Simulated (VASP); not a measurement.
Write the native input for VASP 6.6.1 that does the following.

* Task: relaxation of cell and atoms
* Functional: PBE
* Potentials or basis: VASP PAW PBE potentials, release 64 (Cs_sv, Cd_sv_GW)
* Cutoff: 630 eV
* k mesh: 4 × 4 × 4
* Occupations: gaussian, width 0.1 eV
* Spin: no spin polarisation
* Dipole correction: no
* Further INCAR settings: ALGO = Normal; EDIFF = 1e-07; IBRION = 2; EDIFFG = -0.04; NSW = 90; ISIF = 3

The structure of CsCd lies in POSCAR:

```
CsCd
1.0
    4.1442467714      0.0000000000      0.0000000000
    0.0000000000      4.1442467714      0.0000000000
    0.0000000000      0.0000000000      4.1442467714
Cs Cd
1 1
Direct
    0.0000000000      0.0000000000      0.0000000000
    0.5000000000      0.5000000000      0.5000000000
```

The input as run:

INCAR

```
SYSTEM = CsCd
  ALGO = Normal
  EDIFF = 1E-7
  EDIFFG = -0.04
  ENCUT = 630
  GGA = PE
  GGA_COMPAT = .False.
  IBRION = 2
  ISIF = 3
  ISMEAR = 0
  LASPH = .True.
  LCHARG = .False.
  LREAL = .False.
  LWAVE = .False.
  NELM = 120
  NELMIN = 4
  NSW = 90
  PREC = Accurate
  SIGMA = 0.1
```

KPOINTS

```
k-points
0
Gamma
  4 4 4
  0 0 0
```

Potentials or basis: VASP PAW PBE potentials, release 64 (Cs_sv, Cd_sv_GW).

Command:

```bash
$ cat potpaw_PBE.64/Cs_sv/POTCAR potpaw_PBE.64/Cd_sv_GW/POTCAR > POTCAR
$ mpirun -np 1 vasp_std > vasp.out
```

It gave:

| Item | Value |
| --- | --- |
| Relaxed volume | 48.33 Å³/atom |
| Relaxed cell | a = 4.589 Å, b = 4.589 Å, c = 4.589 Å, α = 90.00°, β = 90.00°, γ = 90.00° |
| Space group after relaxing (to 0.1 Å) | Pm-3m (No. 221) |
| Energy gained by relaxing | 192.1 meV/atom |
| Ionic steps | 4 |
| Pressure after relaxing | 0.0 GPa |
| Band gap on the k mesh | zero (an odd number of electrons rules out a gap without spin polarisation) |

Caveat: the k points lie up to 0.34 Å⁻¹ apart in the final cell, too coarse for converged energies and pressures of a metal; the volume moved by over 15 % at a fixed basis, so the end points are rough; spin-orbit coupling is left out, which moves the levels of the heavy elements.

Wall time 110 s on 1 thread of Intel(R) Xeon(R) Platinum 8488C (Sapphire Rapids), with other jobs on the host, peak memory 0.22 GiB.
